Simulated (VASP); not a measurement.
**Ir: relaxation of the atoms with PBE**

System: Ir, a slab with vacuum.

```
Ir
1.0
     5.43058    0.00000    0.00000
     2.71529    4.70302    0.00000
     0.00000    0.00000   19.65107
Ir
16
Direct
  0.00000 0.00000 0.05089
  0.50000 0.00000 0.05089
  0.00000 0.50000 0.05089
  0.50000 0.50000 0.05089
  0.16667 0.16667 0.16371
  0.66667 0.16667 0.16371
  0.16667 0.66667 0.16371
  0.66667 0.66667 0.16371
  0.83333 0.33333 0.27653
  0.33333 0.33333 0.27653
  0.83333 0.83333 0.27653
  0.33333 0.83333 0.27653
  0.00000 0.00000 0.38935
  0.50000 0.00000 0.38935
  0.00000 0.50000 0.38935
  0.50000 0.50000 0.38935
```

| Quantity | Value |
| --- | --- |
| Program | VASP 6.6.1 |
| Task | relaxation of the atoms |
| Functional | PBE |
| Potentials or basis | VASP PAW PBE potentials, release 64 (Ir) |
| Cutoff | 520 eV |
| k mesh | 3 × 3 × 1 |
| Occupations | fermi-dirac, width 0.05 eV |
| Spin | no spin polarisation |
| Dipole correction | no |
| Atoms held fixed (from 0) | [0, 1, 2, 3] |
| Further INCAR settings | LREAL = Auto; ALGO = Normal; EDIFF = 1e-06; IBRION = 2; EDIFFG = -0.08; NSW = 45 |

- Energy gained by relaxing: 0.2 meV/atom
- Ionic steps: 2
- Band gap on the k mesh: zero (bands 72 and 73 overlap by 1.03 eV)

The path:
```
step  energy change (eV)  largest force on free atoms (eV/Å)  pressure (GPa)
   1              0.0000                              0.1128           -1.06
   2             -0.0034                              0.0504           -1.00
```

Final structure:
```
Ir
1.0
     5.43058    0.00000    0.00000
     2.71529    4.70302    0.00000
     0.00000    0.00000   19.65107
Ir
16
Cartesian
  0.0000 0.0000 1.0000
  2.7153 0.0000 1.0000
  1.3576 2.3515 1.0000
  4.0729 2.3515 1.0000
  1.3576 0.7838 3.2225
  4.0729 0.7838 3.2225
  2.7153 3.1353 3.2225
  5.4306 3.1353 3.2225
  5.4306 1.5677 5.4286
  2.7153 1.5677 5.4286
  6.7882 3.9192 5.4286
  4.0729 3.9192 5.4286
  5.4306 0.0000 7.6490
  2.7153 0.0000 7.6490
  6.7882 2.3515 7.6490
  4.0729 2.3515 7.6490
```

Levels at points of the mesh, in eV from the Fermi level:
```tsv
k point	band 68	band 69	band 70	band 71	band 72	band 73	band 74	band 75	band 76	band 77
(0.00, 0.00, 0.00)	0.16	0.66	0.66	0.66	0.78	0.78	1.06	1.06	1.06	1.15
```

Wall time 17 min on 1 thread of Oxide Virtual Turin-like Processor, on a shared host, peak memory 0.54 GiB.

Caveat: the k points lie up to 0.45 Å⁻¹ apart, too coarse for converged energies and pressures of a metal; there is no dipole correction, which matters where the two faces differ; spin-orbit coupling is left out, which moves the levels of the heavy elements.
